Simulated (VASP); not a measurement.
Write the native input for VASP 6.6.1 that does the following.

```
Task                   : relaxation of cell and atoms
Functional             : LDA
Potentials or basis    : VASP PAW LDA potentials, release 64 (Mg, Sn_d)
Cutoff                 : 600 eV
k mesh                 : 10 × 10 × 10
Occupations            : fermi-dirac, width 0.08 eV
Spin                   : no spin polarisation
Dipole correction      : no
Further INCAR settings : ALGO = Normal; EDIFF = 1e-07; IBRION = 2; EDIFFG = -0.002; NSW = 100; ISIF = 3
```

The structure of Mg2Sn lies in POSCAR:

```
Mg2Sn
1.0
    0.0000000000      3.3695000000      3.3695000000
    3.3695000000      0.0000000000      3.3695000000
    3.3695000000      3.3695000000      0.0000000000
Mg Sn
2 1
Direct
    0.2500000000      0.2500000000      0.2500000000
    0.7500000000      0.7500000000      0.7500000000
    0.0000000000      0.0000000000      0.0000000000
```

One way to write it, as run:

INCAR

```
ALGO = Normal ; EDIFF = 1E-7
EDIFFG = -0.002 ; ENCUT = 600
GGA = CA ; GGA_COMPAT = False
IBRION = 2 ; ISIF = 3
ISMEAR = -1 ; LASPH = True
LCHARG = False ; LREAL = False
LWAVE = False ; NELM = 120
NELMIN = 4 ; NSW = 100
PREC = Accurate ; SIGMA = 0.08
```

KPOINTS

```
k-points
0
Gamma
  10 10 10
```

Potentials or basis: VASP PAW LDA potentials, release 64 (Mg, Sn_d).

The run is started by

```sh
$ cat potpaw_LDA.64/Mg/POTCAR potpaw_LDA.64/Sn_d/POTCAR > POTCAR
$ mpirun -np 1 vasp_std > vasp.out
```

Results of the run:

| Item | Value |
| --- | --- |
| Relaxed volume | 24.52 Å³/atom |
| Relaxed cell | a = 4.703 Å, b = 4.703 Å, c = 4.703 Å, α = 60.00°, β = 60.00°, γ = 60.00° |
| Space group after relaxing (to 0.1 Å) | Fm-3m (No. 225) |
| Energy gained by relaxing | 5.4 meV/atom |
| Ionic steps | 3 |
| Pressure after relaxing | 0.0 GPa |
| Band gap on the k mesh | zero (bands 9 and 10 overlap by 0.11 eV) |

Caveat: spin-orbit coupling is left out, which moves the levels of the heavy elements.

Wall time 2.8 min on 1 thread of Oxide Virtual Turin-like Processor, on a shared host, peak memory 0.21 GiB.
